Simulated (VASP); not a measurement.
# AlNi (Cm) in VASP: a series of runs, part 2 of 2

VASP 6.6.1. Earlier steps stand in the parts before.

### Step 3. Single point, PBE

The input, INCAR:

```
PREC     = Accurate       # precision mode
ENCUT    = 520            # plane-wave cutoff, eV
EDIFF    = 1E-6           # SCF threshold, eV
ISMEAR   = 0              # smearing method
SIGMA    = 0.15           # smearing width, eV
LREAL    = F              # projectors in reciprocal space
LASPH    = T              # aspherical terms in the spheres
NELM     = 80             # most SCF steps
ALGO     = Fast           # electronic algorithm
ISIF     = 2              # what is computed and relaxed
LWAVE    = F              # write WAVECAR
LCHARG   = T              # write CHGCAR
GGA      = PE             # functional
LELF     = T              # ELF
LVHAR    = T            
NBANDS   = 28             # bands
```

The input, KPOINTS:

```
Automatic mesh
0
Gamma
  15 15 5
```

The input, POSCAR:

```
AlNi
1.0
    0.0000000000     -2.8927237813      0.0000000000
    0.0000000000      0.0000000000     -2.8927237813
    8.3781713440     -0.7231809453     -0.7231809453
Al Ni
3 3
Direct
    0.8057861244     -0.1942138756      0.7768555023
    0.9784206805     -0.0215793195      0.0863172780
    0.8921034025     -0.1078965975      0.4315863902
    0.2626274854      0.2626274854      0.9494900584
    0.4352620415      0.4352620415      0.2589518341
    0.3489447634      0.3489447634      0.6042209463
```

Potentials or basis: VASP PAW PBE potentials, release 64 (Al, Ni).

The run is started by

```bash
$ cat potpaw_PBE.64/Al/POTCAR potpaw_PBE.64/Ni/POTCAR > POTCAR
$ mpirun -np 1 vasp_std > vasp.out
```

OUTCAR:

```text
PREC = Accurate
   ENCUT = 520
   EDIFF = 1E-6
   ISMEAR = 0
   LREAL = F
   LASPH = T
   NELM = 80
   ISIF = 2
   GGA = PE

 ion  position               nearest neighbor table
   1  0.806  0.806  0.777-   6 2.51   6 2.51   6 2.51   6 2.51   4 2.51   4 2.51   4 2.51   4 2.51
                             2 2.79   3 2.89
   2  0.978  0.978  0.086-   4 1.54   5 2.51   5 2.51   5 2.51   5 2.51   4 2.56   4 2.56   1 2.79
                             3 2.89
   3  0.892  0.892  0.432-   6 2.51   5 2.51   5 2.51   5 2.51   6 2.51   6 2.51   5 2.51   6 2.51
                             1 2.89   2 2.89
   4  0.263  0.263  0.949-   2 1.54   1 2.51   1 2.51   1 2.51   1 2.51   2 2.56   2 2.56   5 2.79
                             6 2.89
   5  0.435  0.435  0.259-   2 2.51   3 2.51   2 2.51   2 2.51   3 2.51   3 2.51   3 2.51   2 2.51
                             4 2.79   6 2.89
   6  0.349  0.349  0.604-   1 2.51   1 2.51   1 2.51   1 2.51   3 2.51   3 2.51   3 2.51   3 2.51
                             4 2.89   5 2.89

 -----------------------------------------------------------------------------
|                                                                             |
|           W    W    AA    RRRRR   N    N  II  N    N   GGGG   !!!           |
|           W    W   A  A   R    R  NN   N  II  NN   N  G    G  !!!           |
|           W    W  A    A  R    R  N N  N  II  N N  N  G       !!!           |
|           W WW W  AAAAAA  RRRRR   N  N N  II  N  N N  G  GGG   !            |
|           WW  WW  A    A  R   R   N   NN  II  N   NN  G    G                |
|           W    W  A    A  R    R  N    N  II  N    N   GGGG   !!!           |
|                                                                             |
|     The distance between some ions is very small. Please check the          |
|     nearest-neighbor list in the OUTCAR file.                               |
|     I HOPE YOU KNOW WHAT YOU ARE DOING!                                     |
|                                                                             |
 -----------------------------------------------------------------------------

  LATTYP: Found a base centered monoclinic cell.
 ALAT       =     4.0909292037
 B/A-ratio  =     1.0000000000
 C/A-ratio  =     2.0631898291
 COS(beta)  =    -0.1211715938

  Lattice vectors:

 A1 = (   0.0000000000,   2.8927237813,   0.0000000000)
 A2 = (   0.0000000000,   0.0000000000,   2.8927237813)
 A3 = (   8.3781713440,  -0.7231809453,  -0.7231809453)

Analysis of symmetry for initial positions (statically):
=====================================================================
 Subroutine PRICEL returns:
 Original cell was already a primitive cell.

 Routine SETGRP: Setting up the symmetry group for a
 base centered monoclinic supercell.

 Subroutine GETGRP returns: Found  2 space group operations
 (whereof  2 operations were pure point group operations)
 out of a pool of  4 trial point group operations.

The static configuration has the point symmetry C_1h.

Analysis of symmetry for dynamics (positions and initial velocities):
=====================================================================
 Subroutine PRICEL returns:
 Original cell was already a primitive cell.

 Routine SETGRP: Setting up the symmetry group for a
 base centered monoclinic supercell.

 Subroutine GETGRP returns: Found  2 space group operations
 (whereof  2 operations were pure point group operations)
 out of a pool of  4 trial point group operations.

The dynamic configuration has the point symmetry C_1h.

 Subroutine INISYM returns: Found  2 space group operations
 (whereof  2 operations are pure point group operations),
[... 84 lines left out ...]
  0.200000  0.133333  0.000000      4.000000
 [... further k-points ...]
   k-points           NKPTS =    304   k-points in BZ     NKDIM =    304   number of bands    NBANDS=     28
   number of dos      NEDOS =    301   number of ions     NIONS =      6
   total plane-waves  NPLWV =  36864
   dimension x,y,z NGX =    24 NGY =   24 NGZ =   64
   dimension x,y,z NGXF=    48 NGYF=   48 NGZF=  128
   ions per type =               3   3
   NGX,Y,Z   is equivalent  to a cutoff of  13.79, 13.79, 12.61 a.u.
   NGXF,Y,Z  is equivalent  to a cutoff of  27.59, 27.59, 25.21 a.u.
 SYSTEM =  unknown system
   PREC   = accura    normal or accurate (medium, high low for compatibility)
   ISTART =      0    job   : 0-new  1-cont  2-samecut
   ICHARG =      2    charge: 1-file 2-atom 10-const
   ISPIN  =      1    spin polarized calculation?
   LNONCOLLINEAR =      F non collinear calculations
   LSORBIT =      F    spin-orbit coupling
   LASPH  =      T    aspherical Exc in radial PAW
   ENCUT  =  520.0 eV  38.22 Ry    6.18 a.u.   5.38  5.38 15.69*2*pi/ulx,y,z
   NELM   =     80;   NELMIN=  2; NELMDL= -5     # of ELM steps
   EDIFF  = 0.1E-05   stopping-criterion for ELM
   LREAL  =      F    real-space projection
   EDIFFG = 0.1E-04   stopping-criterion for IOM
   NSW    =      0    number of steps for IOM
   IBRION =     -1    ionic relax: 0-MD 1-quasi-New 2-CG
   NFREE  =      0    steps in history (QN), initial steepest desc. (CG)
   ISIF   =      2    stress and relaxation
   ISYM   =      2    0-nonsym 1-usesym 2-fastsym
   POTIM  = 0.5000    time-step for ionic-motion
   TEBEG  =    0.0;   TEEND  =   0.0 temperature during run
   PSTRESS=    0.0 pullay stress
   NELECT =      39.0000    total number of electrons
   NUPDOWN=      -1.0000    fix difference up-down
   EMIN   =  10.00;   EMAX   =-10.00  energy-range for DOS
   EFERMI =   0.00;   METHOD = LEGACY
   ISMEAR =     0;   SIGMA  =   0.15  broadening in eV -4-tet -1-fermi 0-gaus
   EFERMI_NEDOS =   21; number of points for ismear=-14 and -15
   IALGO  =     68    algorithm
   IMIX   =      4    mixing-type and parameters
     AMIX     =   0.40;   BMIX     =  1.00
     AMIX_MAG =   1.60;   BMIX_MAG =  1.00
  volume/ion in A,a.u.               =      11.68        78.85
  Fermi-wavevector in a.u.,A,eV,Ry     =   1.346404  2.544334 24.664683  1.812803
  Thomas-Fermi vector in A             =   2.474238
   LORBIT       =      0    0 simple, 1 ext, 2 COOP (PROOUT), +10 PAW based schemes
   GGA     = PE    functional components
   LHFCALC =     F    Hartree Fock is set to
   AEXX    =    0.0000 exact exchange contribution
   IVDW    =     0    specifies the selected vdW correction
   LEPSILON=     F    determine dielectric tensor
   LRPA    =     F    only Hartree local field effects (RPA)
 non-spin polarized calculation
 RMM-DIIS sequential band-by-band and
 Gauss-broadening in eV      SIGMA  =   0.15
  energy-cutoff  :      520.00
  volume of cell :       70.11
 maximum number of plane-waves:      1912
 NGX is ok and might be reduce to    24
   NGX = 11   NGY = 11   NGZ = 31

 number of electron      39.0000006 magnetization

 Free energy of the ion-electron system (eV)
  ---------------------------------------------------
  ext. energy  EPLUGINS =         0.00000000
  ---------------------------------------------------
  free energy    TOTEN  =       -25.03309091 eV

  energy without entropy =      -25.00618946  energy(sigma->0) =      -25.01964019

 E-fermi :  10.3191     XC(G=0): -12.1056

 val. band max:       10.3160853760   @ k =  -0.2000   0.4667   0.4000
 cond. band min:      10.3206880556   @ k =  -0.4000  -0.4000   0.2000
 fundamental gap:      0.0046026797
 Fermi energy:        10.3190537068

 k-point     1 :       0.0000    0.0000    0.0000
  band No.  band energies     occupation
      1      -0.8966      2.00000
      2       1.1669      2.00000
      3       1.3070      2.00000
      4       5.4850      2.00000
      5       6.1363      2.00000
      6       6.2448      2.00000
[... 733 lines left out ...]
     27      17.9850      0.00000
     28      18.6016      0.00000

 [... further k-points ...]
[... 5 lines left out ...]
  --------------------------------------------------------------------------------------
  -------------------------------------------------------------------------------------
  Total       21.7071038      8.7148711      8.7148711     13.7013245      7.9136864     13.7013246
  in kB      496.0772315    199.1628729    199.1628729    313.1193921    180.8532207    313.1193936
  external PRESSURE =     298.1343258 kB  Pullay stress =       0.0000000 kB

 VOLUME and BASIS-vectors are now :
 -----------------------------------------------------------------------------
  energy-cutoff  :      520.00
  volume of cell :       70.11
      direct lattice vectors                 reciprocal lattice vectors
     0.000000000 -2.892723781  0.000000000    -0.029839447 -0.345694949  0.000000000
     0.000000000  0.000000000 -2.892723781    -0.029839447  0.000000000 -0.345694949
     8.378171344 -0.723180945 -0.723180945     0.119357788  0.000000000  0.000000000

 POSITION                                       TOTAL-FORCE (eV/Angst)
 -----------------------------------------------------------------------------------
      6.50863     -2.89272     -2.89272        -0.398579     -0.143179     -0.143179
      0.72318     -2.89272     -2.89272        17.431656     11.090422     11.090422
      3.61590     -2.89272     -2.89272         0.010434      0.040761      0.040761
      7.95499     -1.44636     -1.44636       -17.192454    -11.139112    -11.139112
      2.16954     -1.44636     -1.44636         0.256227      0.188869      0.188869
      5.06227     -1.44636     -1.44636        -0.107284     -0.037761     -0.037761
 -----------------------------------------------------------------------------------
    total drift:                               -0.000408     -0.000339     -0.000339

  FREE ENERGIE OF THE ION-ELECTRON SYSTEM (eV)
  ---------------------------------------------------
  free  energy   TOTEN  =       -25.0330909075 eV

  energy  without entropy=      -25.0061894626  energy(sigma->0) =      -25.01964019
```

It took 8.8 min on 1 thread of Oxide Virtual Turin-like, shared host; peak memory 0.52 GiB.

Results:

* Free energy: -25.0331 eV
* Pressure: 29.8 GPa
* Largest force: 23.449 eV/Å

Forces on the atoms (eV/Å):
```
Al   -0.399  -0.143  -0.143
Al   17.432  11.090  11.090
Al    0.010   0.041   0.041
Ni  -17.192 -11.139 -11.139
Ni    0.256   0.189   0.189
Ni   -0.107  -0.038  -0.038
```

Stress tensor (GPa, compression positive):
```
49.61 31.31 31.31
31.31 19.92 18.09
31.31 18.09 19.92
```

Caveat: forces of over 1 eV/Å act on the atoms, so gaps and moduli don't describe the material at rest. Spin polarisation is off, so any magnetic state and its effect on volume and gap are missing.
